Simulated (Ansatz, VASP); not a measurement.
## One calculation of H, two programs

INCAR

```
SYSTEM = H
  ALGO = Normal
  EDIFF = 1E-6
  ENCUT = 520
  GGA = CA
  ISIF = 2
  ISMEAR = 0
  LASPH = .True.
  LCHARG = .True.
  LELF = .True.
  LREAL = .False.
  LVHAR = .True.
  LWAVE = .False.
  NBANDS = 8
  NELM = 100
  PREC = Accurate
  SIGMA = 0.02
```

File KPOINTS:

```
k-points
0
Gamma
  11 11 11
  0 0 0
```

POSCAR

```
H
1.0
   -1.6915344700      1.6915344700      2.0584739900
    1.6915344700     -1.6915344700      2.0584739900
    1.6915344700      1.6915344700     -2.0584739900
H
2
Direct
    0.0901377100      0.0901377100      0.0000000000
    0.9098622900      0.9098622900      0.0000000000
```

input.yaml

```yaml
crystal:
  lattice:
    - [-1.69153447, 1.69153447, 2.05847399]
    - [1.69153447, -1.69153447, 2.05847399]
    - [1.69153447, 1.69153447, -2.05847399]
  atoms:
    - { symbol: H, position: [0.09013771, 0.09013771, 0.0] }
    - { symbol: H, position: [0.90986229, 0.90986229, 0.0] }
hamiltonian:
  xc: lda
  pseudopotentials: { kind: paw }
kpoints:
  mp_grid: { grid: [11, 11, 11] }
scf:
  occupations: { method: gaussian, width: 0.02 }
output:
  forces: true
  stress: true
  eigenvalues: true
  write_density: true
  write_potential: true
  elf: true
  volumetric_format: npy
```

Alike in both runs: task single point; functional LDA; k mesh 11 × 11 × 11; occupations gaussian, width 0.02 eV; no spin polarisation.

|  | VASP | Ansatz |
| --- | --- | --- |
| version | VASP 6.6.1 | Ansatz 0.2.0 |
| potentials or method | VASP PAW LDA potentials, release 64 (H) | Ansatz PAW |
| plane-wave cutoff (eV) | 520 | 420 |
| valence electrons in the cell | 2 | 2 |

|  | VASP | Ansatz | Ansatz less VASP |
| --- | --- | --- | --- |
| gap on the k mesh at the Fermi level (eV) | 8.42 | 8.42 | +0.007 |
| least direct gap on the mesh (eV) | 9.27 | 9.27 | +0.006 |
| pressure (GPa) | 0.7 | 0.9 | +0.18 |
| traceless stress, the component that is largest in VASP (GPa) | 3.28 | 3.28 | -0.005 |
| rms of the force components (eV/Å) | 0.561 | 0.555 | -0.0058 |

LDA's correlation is that of Perdew and Zunger in VASP and of Perdew and Wang (1992) in Ansatz. Atom by atom the forces differ by 0.006 eV/Å (rms over components).

Noted on Ansatz's run: odd divisions of the mesh miss points on the zone boundary, where band edges often lie, so the gap on the mesh can be too wide.
